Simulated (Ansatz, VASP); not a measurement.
Ge4H: VASP beside Ansatz

Contents of INCAR:

```
SYSTEM = Ge4H
PREC = Accurate
ENCUT = 520
EDIFF = 1E-7
ISMEAR = 0
SIGMA = 0.1
LREAL = .FALSE.
LASPH = .TRUE.
NELM = 60
ALGO = Normal
ISIF = 2
LWAVE = .FALSE.
LCHARG = .FALSE.
LDIPOL = .TRUE.
IDIPOL = 3
DIPOL = 0.5 0.5 0.336
GGA = PE
IVDW = 12
NBANDS = 36
```

Contents of KPOINTS:

```
regular mesh
0
G
  7 7 1
  0 0 0
```

Contents of POSCAR:

```
Ge4H
1.0
    4.0303587907      0.0000000000      0.0000000000
    0.0000000000      4.0303587907      0.0000000000
    0.0000000000      0.0000000000     21.6416627718
Ge H
4 1
Direct
    0.0000000000      0.5000000000      0.1848286817
    0.0000000000      0.0000000000      0.2506714513
    0.5000000000      0.0000000000      0.3196569899
    0.5000000000      0.5000000000      0.3854446333
    0.5000000000      0.5000000000      0.5379282957
```

Input for Ansatz:

```yaml
crystal:
  lattice:
    - [4.0303587907, 0.0, 0.0]
    - [0.0, 4.0303587907, 0.0]
    - [0.0, 0.0, 21.6416627718]
  atoms:
    - { symbol: Ge, position: [0.0, 0.5, 0.1848286817] }
    - { symbol: Ge, position: [0.0, 0.0, 0.2506714513] }
    - { symbol: Ge, position: [0.5, 0.0, 0.3196569899] }
    - { symbol: Ge, position: [0.5, 0.5, 0.3854446333] }
    - { symbol: H, position: [0.5, 0.5, 0.5379282957] }
basis:
  ecutwfc: 420
kpoints:
  mp_grid: { grid: [7, 7, 1] }
hamiltonian:
  xc: pbe
  pseudopotentials: { kind: paw, azcp: { folder: soft_1 } }
  dispersion: d3bj
scf:
  occupations: { method: gaussian, width: 0.1 }
output:
  forces: true
  eigenvalues: true
efield:
  axis: 3
  dipole_correction: true
  ramp_width: 0.04
```

Alike in both runs: task single point; functional PBE; dispersion D3(BJ); k mesh 7 × 7 × 1; occupations gaussian, width 0.1 eV; no spin polarisation.

|  | VASP | Ansatz |
| --- | --- | --- |
| version | VASP 6.6.1 | Ansatz 0.2.0 |
| potentials or method | VASP PAW PBE potentials, release 64 (Ge_d, H), cutoff 520 eV | scalar-relativistic, plane waves, PAW |
| valence electrons in the cell | 57 | 57 |

|  | VASP | Ansatz | Ansatz less VASP |
| --- | --- | --- | --- |
| gap on the k mesh at the Fermi level (eV) | none | none | - |
| rms of the force components (eV/Å) | 0.271 | 0.271 | -0.0006 |

Atom by atom the forces differ by 0.001 eV/Å (rms over components). A gap of «none» marks a metal or a gap that the smearing closes.
